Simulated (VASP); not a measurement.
# Sb (Fd-3m) in VASP: notebook

Sb is run at these levels: PBEsol; tasks: single point, relaxation of cell and atoms.

Everything below comes from runs of VASP 6.6.1. Logs are shortened: lines on timing, memory, paths and dates and some standing lists are left out, and cuts for length are marked.

## (1) The cell of the first run

Symmetry: Fd-3m, No. 227, cubic system. The conventional cell has a = 6.873 Å, b = 6.873 Å, c = 6.873 Å, α = 90.00°, β = 90.00°, γ = 90.00°. Sb (site symmetry -43m) has 4 Sb at 2.98 Å within 3.9 Å.

## (2) Single point, PBEsol

File INCAR:

```
SYSTEM = Sb
  PREC = Accurate
  ENCUT = 520
  EDIFF = 1E-6
  ISMEAR = 0
  SIGMA = 0.1
  LREAL = .False.
  LASPH = .True.
  NELM = 100
  ALGO = Normal
  ISIF = 2
  LWAVE = .False.
  LCHARG = .False.
  GGA = PS
  NBANDS = 12
```

File KPOINTS:

```
Automatic mesh
0
Gamma
  14 14 14
  0 0 0
```

File POSCAR:

```
Sb
1.0
    0.0000000000      3.4366944421      3.4366944421
    3.4366944421      0.0000000000      3.4366944421
    3.4366944421      3.4366944421      0.0000000000
Sb
2
Direct
    0.0000000000      0.0000000000      0.0000000000
    0.2500000000      0.2500000000      0.2500000000
```

Potentials or basis: VASP PAW PBE potentials, release 64 (Sb).

Started as:

```
$ cat potpaw_PBE.64/Sb/POTCAR > POTCAR
$ mpirun -np 1 vasp_std > vasp.out
```

OUTCAR:

```text
SYSTEM = Sb
   PREC = Accurate
   ENCUT = 520
   EDIFF = 1E-6
   ISMEAR = 0
   LREAL = .False.
   LASPH = .True.
   NELM = 100
   ISIF = 2
   GGA = PS

 ion  position               nearest neighbor table
   1  0.000  0.000  0.000-   2 2.98   2 2.98   2 2.98   2 2.98
   2  0.250  0.250  0.250-   1 2.98   1 2.98   1 2.98   1 2.98

  LATTYP: Found a face centered cubic cell.
 ALAT       =     6.8733888842

  Lattice vectors:

 A1 = (   0.0000000000,   3.4366944421,   3.4366944421)
 A2 = (   3.4366944421,   0.0000000000,   3.4366944421)
 A3 = (   3.4366944421,   3.4366944421,   0.0000000000)

Analysis of symmetry for initial positions (statically):
=====================================================================
 Subroutine PRICEL returns:
 Original cell was already a primitive cell.

 Routine SETGRP: Setting up the symmetry group for a
 face centered cubic supercell.

 Subroutine GETGRP returns: Found 48 space group operations
 (whereof 24 operations were pure point group operations)
 out of a pool of 48 trial point group operations.

The static configuration has the point symmetry T_d .
 The point group associated with its full space group is O_h .

Analysis of symmetry for dynamics (positions and initial velocities):
=====================================================================
 Subroutine PRICEL returns:
 Original cell was already a primitive cell.

 Routine SETGRP: Setting up the symmetry group for a
 face centered cubic supercell.

 Subroutine GETGRP returns: Found 48 space group operations
 (whereof 24 operations were pure point group operations)
 out of a pool of 48 trial point group operations.

The dynamic configuration has the point symmetry T_d .
 The point group associated with its full space group is O_h .

 Subroutine INISYM returns: Found 48 space group operations
 (whereof 24 operations are pure point group operations),
 and found     1 'primitive' translations

----------------------------------------------------------------------------------------

                                     Primitive cell

  volume of cell :      81.1807

  direct lattice vectors                    reciprocal lattice vectors
     0.000000000  3.436694442  3.436694442    -0.145488640  0.145488640  0.145488640
     3.436694442  0.000000000  3.436694442     0.145488640 -0.145488640  0.145488640
     3.436694442  3.436694442  0.000000000     0.145488640  0.145488640 -0.145488640

  length of vectors
     4.860219890  4.860219890  4.860219890     0.251993716  0.251993716  0.251993716

  position of ions in fractional coordinates (direct lattice)
     0.000000000  0.000000000  0.000000000
     0.250000000  0.250000000  0.250000000

  ion indices of the primitive-cell ions
   primitive index   ion index
                 1           1
                 2           2

----------------------------------------------------------------------------------------

 KPOINTS: Automatic mesh

Automatic generation of k-mesh.
 Grid dimensions read from file:
 generate k-points for:   14   14   14

 Generating k-lattice:

  Cartesian coordinates                     Fractional coordinates (reciprocal lattice)
    -0.010392046  0.010392046  0.010392046     0.071428571  0.000000000  0.000000000
     0.010392046 -0.010392046  0.010392046     0.000000000  0.071428571  0.000000000
     0.010392046  0.010392046 -0.010392046     0.000000000  0.000000000  0.071428571

  Length of vectors
     0.017999551  0.017999551  0.017999551

  Shift w.r.t. Gamma in fractional coordinates (k-lattice)
     0.000000000  0.000000000  0.000000000

 Subroutine IBZKPT returns following result:
 ===========================================

 Found    104 irreducible k-points:

 Following reciprocal coordinates:
            Coordinates               Weight
  0.000000  0.000000  0.000000      1.000000
  0.071429  0.000000  0.000000      8.000000
  0.142857  0.000000  0.000000      8.000000
  0.214286  0.000000  0.000000      8.000000
  0.285714  0.000000  0.000000      8.000000
  0.357143  0.000000  0.000000      8.000000
[... 16 lines left out ...]
  0.214286  0.142857  0.000000     24.000000
  0.285714  0.142857  0.000000     24.000000
 [... further k-points ...]
   k-points           NKPTS =    104   k-points in BZ     NKDIM =    104   number of bands    NBANDS=     12
   number of dos      NEDOS =    301   number of ions     NIONS =      2
   total plane-waves  NPLWV =  46656
   dimension x,y,z NGX =    36 NGY =   36 NGZ =   36
   dimension x,y,z NGXF=    72 NGYF=   72 NGZF=   72
   ions per type =               2
   NGX,Y,Z   is equivalent  to a cutoff of  12.31, 12.31, 12.31 a.u.
   NGXF,Y,Z  is equivalent  to a cutoff of  24.63, 24.63, 24.63 a.u.
 SYSTEM =  Sb
   PREC   = accura    normal or accurate (medium, high low for compatibility)
   ISTART =      0    job   : 0-new  1-cont  2-samecut
   ICHARG =      2    charge: 1-file 2-atom 10-const
   ISPIN  =      1    spin polarized calculation?
   LNONCOLLINEAR =      F non collinear calculations
   LSORBIT =      F    spin-orbit coupling
   LASPH  =      T    aspherical Exc in radial PAW
   ENCUT  =  520.0 eV  38.22 Ry    6.18 a.u.   9.04  9.04  9.04*2*pi/ulx,y,z
   NELM   =    100;   NELMIN=  2; NELMDL= -5     # of ELM steps
   EDIFF  = 0.1E-05   stopping-criterion for ELM
   LREAL  =      F    real-space projection
   EDIFFG = 0.1E-04   stopping-criterion for IOM
   NSW    =      0    number of steps for IOM
   IBRION =     -1    ionic relax: 0-MD 1-quasi-New 2-CG
   NFREE  =      0    steps in history (QN), initial steepest desc. (CG)
   ISIF   =      2    stress and relaxation
   ISYM   =      2    0-nonsym 1-usesym 2-fastsym
   POTIM  = 0.5000    time-step for ionic-motion
   TEBEG  =    0.0;   TEEND  =   0.0 temperature during run
   PSTRESS=    0.0 pullay stress
   NELECT =      10.0000    total number of electrons
   NUPDOWN=      -1.0000    fix difference up-down
   EMIN   =  10.00;   EMAX   =-10.00  energy-range for DOS
   EFERMI =   0.00;   METHOD = LEGACY
   ISMEAR =     0;   SIGMA  =   0.10  broadening in eV -4-tet -1-fermi 0-gaus
   EFERMI_NEDOS =   21; number of points for ismear=-14 and -15
   IALGO  =     38    algorithm
   IMIX   =      4    mixing-type and parameters
     AMIX     =   0.40;   BMIX     =  1.00
     AMIX_MAG =   1.60;   BMIX_MAG =  1.00
  volume/ion in A,a.u.               =      40.59       273.92
  Fermi-wavevector in a.u.,A,eV,Ry     =   0.814562  1.539298  9.027609  0.663511
  Thomas-Fermi vector in A             =   1.924491
   LORBIT       =      0    0 simple, 1 ext, 2 COOP (PROOUT), +10 PAW based schemes
   GGA     = PS    functional components
   LHFCALC =     F    Hartree Fock is set to
   AEXX    =    0.0000 exact exchange contribution
   IVDW    =     0    specifies the selected vdW correction
   LEPSILON=     F    determine dielectric tensor
   LRPA    =     F    only Hartree local field effects (RPA)
 non-spin polarized calculation
 Gauss-broadening in eV      SIGMA  =   0.10
  energy-cutoff  :      520.00
  volume of cell :       81.18
 maximum number of plane-waves:      2205
   NGX = 19   NGY = 19   NGZ = 19

 number of electron      10.0000000 magnetization

 number of electron       9.9999999 magnetization

 Free energy of the ion-electron system (eV)
  ---------------------------------------------------
  ext. energy  EPLUGINS =         0.00000000
  ---------------------------------------------------
  free energy    TOTEN  =        -8.33304156 eV

  energy without entropy =       -8.32775754  energy(sigma->0) =       -8.33039955

 E-fermi :   4.2023     XC(G=0):  -8.2292

 val. band max:        4.1966581413   @ k =  -0.4286   0.3571   0.1429
 cond. band min:       4.2259256375   @ k =   0.2857   0.2143   0.0714
 fundamental gap:      0.0292674962
 Fermi energy:         4.2023258952

 k-point     1 :       0.0000    0.0000    0.0000
  band No.  band energies     occupation
      1      -7.5534      2.00000
      2      -0.9949      2.00000
      3       2.3499      2.00000
      4       2.3499      2.00000
      5       2.3499      2.00000
      6       4.6771      0.00000
      7       4.6771      0.00000
      8       4.6771      0.00000
      9       7.9859      0.00000
     10      10.5505      0.00000
     11      10.5505      0.00000
     12      11.6580      0.00000

 k-point     2 :       0.0714    0.0000    0.0000
  band No.  band energies     occupation
      1      -7.5164      2.00000
      2      -1.1742      2.00000
      3       2.2884      2.00000
      4       2.2884      2.00000
      5       2.3744      2.00000
      6       4.7653      0.00000
      7       4.7653      0.00000
      8       4.7683      0.00000
      9       8.1807      0.00000
     10      10.3266      0.00000
     11      10.3266      0.00000
     12      11.4849      0.00000

 k-point     3 :       0.1429    0.0000    0.0000
  band No.  band energies     occupation
      1      -7.4071      2.00000
      2      -1.6305      2.00000
      3       2.1365      2.00000
      4       2.1365      2.00000
      5       2.3716      2.00000
      6       4.9870      0.00000
      7       4.9870      0.00000
      8       5.0906      0.00000
      9       8.6733      0.00000
     10      10.0174      0.00000
     11      10.0174      0.00000
     12      11.1859      0.00000

 k-point     4 :       0.2143    0.0000    0.0000
  band No.  band energies     occupation
      1      -7.2313      2.00000
      2      -2.2200      2.00000
      3       1.9531      2.00000
      4       1.9531      2.00000
      5       2.2796      2.00000
      6       5.2538      0.00000
      7       5.2538      0.00000
      8       5.6654      0.00000
      9       9.1950      0.00000
     10       9.8658      0.00000
     11       9.8658      0.00000
     12      11.0995      0.00000

 k-point     5 :       0.2857    0.0000    0.0000
  band No.  band energies     occupation
      1      -7.0022      2.00000
      2      -2.8336      2.00000
      3       1.7822      2.00000
      4       1.7822      2.00000
      5       2.1412      2.00000
      6       5.4863      0.00000
      7       5.4863      0.00000
      8       6.4225      0.00000
      9       9.4070      0.00000
     10       9.9456      0.00000
     11       9.9456      0.00000
     12      11.4358      0.00000
[... 228 lines left out ...]
      1      -7.4552      2.00000
      2      -1.4380      2.00000
      3       2.0181      2.00000
      4       2.2734      2.00000
      5       2.5099      2.00000
      6       4.7829      0.00000
      7       4.7968      0.00000
      8       5.1311      0.00000
      9       8.4755      0.00000
     10       9.9219      0.00000
     11      10.2592      0.00000
     12      11.6871      0.00000

 k-point    22 :       0.1429    0.1429    0.0000
  band No.  band energies     occupation
      1      -7.3562      2.00000
      2      -1.7883      2.00000
      3       1.8252      2.00000
      4       1.8252      2.00000
      5       3.0654      2.00000
      6       4.2604      0.41125
      7       5.4654      0.00000
      8       5.4654      0.00000
      9       8.9128      0.00000
     10       9.1696      0.00000
     11      10.7652      0.00000
     12      12.1099      0.00000

 k-point    23 :       0.2143    0.1429    0.0000
  band No.  band energies     occupation
      1      -7.2235      2.00000
      2      -2.1987      2.00000
      3       1.5984      2.00000
      4       1.6338      2.00000
      5       3.2507      2.00000
      6       4.2459      0.53754
      7       5.7925      0.00000
      8       5.8491      0.00000
      9       8.9165      0.00000
     10       9.4061      0.00000
     11      10.7461      0.00000
     12      11.9881      0.00000

 k-point    24 :       0.2857    0.1429    0.0000
  band No.  band energies     occupation
      1      -7.0277      2.00000
      2      -2.7140      2.00000
      3       1.3212      2.00000
      4       1.4722      2.00000
      5       3.2726      2.00000
      6       4.4996      0.00003
      7       6.0690      0.00000
      8       6.2808      0.00000
      9       8.9372      0.00000
     10       9.9113      0.00000
     11      10.7414      0.00000
     12      11.8961      0.00000

 [... further k-points ...]
[... 5 lines left out ...]
  --------------------------------------------------------------------------------------
  -------------------------------------------------------------------------------------
  Total        0.0426519      0.0426519      0.0426519     -0.0000000      0.0000000      0.0000000
  in kB        0.8417745      0.8417745      0.8417745     -0.0000000      0.0000000      0.0000000
  external PRESSURE =       0.8417745 kB  Pullay stress =       0.0000000 kB

 VOLUME and BASIS-vectors are now :
 -----------------------------------------------------------------------------
  energy-cutoff  :      520.00
  volume of cell :       81.18
      direct lattice vectors                 reciprocal lattice vectors
     0.000000000  3.436694442  3.436694442    -0.145488640  0.145488640  0.145488640
     3.436694442  0.000000000  3.436694442     0.145488640 -0.145488640  0.145488640
     3.436694442  3.436694442  0.000000000     0.145488640  0.145488640 -0.145488640

 POSITION                                       TOTAL-FORCE (eV/Angst)
 -----------------------------------------------------------------------------------
      0.00000      0.00000      0.00000        -0.000000     -0.000000     -0.000000
      1.71835      1.71835      1.71835         0.000000      0.000000      0.000000
 -----------------------------------------------------------------------------------
    total drift:                                0.000000      0.000000      0.000000

  FREE ENERGIE OF THE ION-ELECTRON SYSTEM (eV)
  ---------------------------------------------------
  free  energy   TOTEN  =        -8.3330415635 eV

  energy  without entropy=       -8.3277575362  energy(sigma->0) =       -8.33039955
```

It took 33 s on 1 thread of Intel Xeon Platinum 8488C (Sapphire Rapids), shared host; peak memory 0.25 GiB.

What came out:

| Property | Result |
| --- | --- |
| Free energy | -8.3330 eV |
| Pressure | 0.1 GPa |
| Band gap on the k mesh | zero (band 5 reaches 4.92 eV, above the bottom of band 6 at 3.64 eV) |

Caveat: the PAW data sets were made with another functional, which shifts forces and pressure a little; spin-orbit coupling is left out, which moves the levels of the heavy elements.

## (3) Relaxation of cell and atoms, PBEsol

This run uses another cell than the first one, of 39.41 Å³/atom, 0.971 times its volume.

File INCAR:

```
SYSTEM = Sb
  ALGO = Normal
  EDIFF = 1E-7
  EDIFFG = -0.01
  ENCUT = 600
  GGA = PS
  IBRION = 2
  ISIF = 3
  ISMEAR = 0
  LASPH = .TRUE.
  LCHARG = .FALSE.
  LREAL = .FALSE.
  LWAVE = .FALSE.
  NELM = 100
  NSW = 100
  PREC = Accurate
  SIGMA = 0.1
```

File KPOINTS:

```
k-points
0
G
  14 14 14
  0 0 0
```

File POSCAR:

```
Sb
1.0
    0.0000000000      3.4029968061      3.4029968061
    3.4029968061      0.0000000000      3.4029968061
    3.4029968061      3.4029968061      0.0000000000
Sb
2
Direct
    0.0000000000      0.0000000000      0.0000000000
    0.2500000000      0.2500000000      0.2500000000
```

Potentials or basis: VASP PAW PBE potentials, release 64 (Sb).

Started as:

```
$ cat potpaw_PBE.64/Sb/POTCAR > POTCAR
$ mpirun -np 1 vasp_std > vasp.out
```

Run time: 1.8 min. Hardware: 1 thread of Intel Xeon Platinum 8488C (Sapphire Rapids), shared host; peak memory 0.29 GiB.

Results (log left out):

```yaml
Free_energy: -8.3331 eV
Relaxed_volume: 40.68 Å³/atom
Relaxed_cell: a = 4.864 Å, b = 4.864 Å, c = 4.864 Å, α = 60.00°, β = 60.00°, γ = 60.00°
Space_group_after_relaxing_to_0.05_Å: Fd-3m (No. 227)
Energy_gained_by_relaxing: 4.6 meV/atom
Ionic_steps: 3
Pressure_after_relaxing: 0.0 GPa
Band_gap_on_the_k_mesh: zero (band 5 reaches 4.89 eV, above the bottom of band 6 at 3.62 eV)
```

The path:
```tsv
step	energy change (eV)	largest force (eV/Å)	pressure (GPa)	volume (Å³)
1	0.0000	0.0000	1.19	78.82
2	-0.0083	0.0000	-0.35	82.20
3	-0.0092	0.0000	0.00	81.37
```

Final structure:
```
Sb
1.0
     0.00000    3.43929    3.43929
     3.43929    0.00000    3.43929
     3.43929    3.43929    0.00000
Sb
2
Direct
  0.00000 0.00000 0.00000
  0.25000 0.25000 0.25000
```

Levels at points of the mesh, in eV from the Fermi level:
```csv
k point,band 3,band 4,band 5,band 6,band 7,band 8
"(0.00, 0.00, 0.00)",-1.85,-1.85,-1.85,0.48,0.48,0.48
"(0.50, 0.00, 0.00)",-2.66,-2.66,-2.30,1.54,1.54,4.14
"(0.50, 0.50, 0.00)",-3.56,-3.56,-0.56,-0.56,4.34,4.34
```

Caveat: the PAW data sets were made with another functional, which shifts forces and pressure a little; spin-orbit coupling is left out, which moves the levels of the heavy elements.
